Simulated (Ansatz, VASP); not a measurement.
**Two plane-wave programs on TaN**

The input INCAR:

```
PREC = Accurate ; ENCUT = 520
EDIFF = 1E-6 ; ISMEAR = 0
SIGMA = 0.15 ; LREAL = False
LASPH = True ; NELM = 60
ALGO = Normal ; ISIF = 2
LWAVE = False ; LCHARG = False
GGA = PE ; NBANDS = 15
```

File KPOINTS:

```
regular mesh
0
Gamma
  26 26 26
```

POSCAR

```
TaN
1.0
    0.1148104404      2.2675061970      2.2675061970
    2.2675061970      0.1148104404      2.2675061970
    2.2675061970      2.2675061970      0.1148104404
Ta N
1 1
Direct
    0.5000000000      0.5000000000      0.5000000000
    0.0000000000      0.0000000000      0.0000000000
```

Input for Ansatz:

```yaml
crystal:
  lattice:
    - [0.1148104404, 2.267506197, 2.267506197]
    - [2.267506197, 0.1148104404, 2.267506197]
    - [2.267506197, 2.267506197, 0.1148104404]
  atoms:
    - { symbol: Ta, position: [0.5, 0.5, 0.5] }
    - { symbol: "N", position: [0.0, 0.0, 0.0] }
basis:
  ecutwfc: 420
kpoints:
  mp_grid: { grid: [26, 26, 26] }
hamiltonian:
  xc: pbe
scf:
  occupations: { method: gaussian, width: 0.15 }
output:
  forces: true
  stress: true
  eigenvalues: true
  write_density: true
  write_potential: true
  elf: true
  volumetric_format: npy
```

Alike in both runs: task single point; functional PBE; k mesh 26 × 26 × 26; occupations gaussian, width 0.15 eV; no spin polarisation.

|  | VASP | Ansatz |
| --- | --- | --- |
| version | VASP 6.6.1 | Ansatz 0.2.0 |
| potentials or method | VASP PAW PBE potentials, release 64 (Ta_pv, N), cutoff 520 eV | scalar-relativistic, plane waves, PAW |
| valence electrons in the cell | 16 | 18 |

Ansatz gave:

* gap on the k mesh at the Fermi level (eV): none
* pressure (GPa): 0.3
* traceless stress, the component that is largest in VASP (GPa): -2.82

**Question.** Which values does VASP return?

**Answer.** gap on the k mesh at the Fermi level (eV): none; pressure (GPa): 1.1; traceless stress, the component that is largest in VASP (GPa): -2.80.

A gap of «none» marks a metal or a gap that the smearing closes. With one functional, cell and mesh, what is left measures potentials, basis and numerics. VASP's potentials hold 16 valence electrons a cell and Ansatz's 18, so a difference there can come from the potentials and not from the codes.

Spin-orbit coupling is off throughout.
